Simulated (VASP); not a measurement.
Input of a VASP 6.6.1 run:

The input INCAR:

```
PREC     = Accurate       # precision mode
ENCUT    = 520            # plane-wave cutoff, eV
EDIFF    = 1E-6           # SCF threshold, eV
ISMEAR   = 0              # smearing method
SIGMA    = 0.05           # smearing width, eV
LREAL    = F              # projectors in reciprocal space
LASPH    = T              # aspherical terms in the spheres
NELM     = 60             # most SCF steps
ALGO     = Normal         # electronic algorithm
ISIF     = 2              # what is computed and relaxed
LWAVE    = F              # write WAVECAR
LCHARG   = F              # write CHGCAR
NBANDS   = 18             # bands
```

KPOINTS

```
regular mesh
0
Gamma
  9 9 6
```

POSCAR

```
LiF
1.0
    3.0375918444      0.0000000000      0.0000000000
   -1.5187959222      2.6306317036      0.0000000000
    0.0000000000      0.0000000000      4.7845109142
Li F
2 2
Direct
    0.3333333333      0.6666666667      0.3839784076
    0.6666666667      0.3333333333      0.8839784076
    0.3333333333      0.6666666667      0.9910195924
    0.6666666667      0.3333333333      0.4910195924
```

Potentials or basis: VASP PAW LDA potentials, release 64 (Li_sv, F).

Run with:

```console
$ cat potpaw_LDA.64/Li_sv/POTCAR potpaw_LDA.64/F/POTCAR > POTCAR
$ mpirun -np 1 vasp_std > vasp.out
```

What does it give for the largest force?

0.098 eV/Å.

Estimate the band gap on the k mesh.

7.67 eV.

Forces on the atoms (eV/Å):
```
Li   0.000  0.000 -0.098
Li   0.000  0.000 -0.098
F    0.000  0.000  0.098
F    0.000  0.000  0.098
```

 A k mesh can miss the band edges.
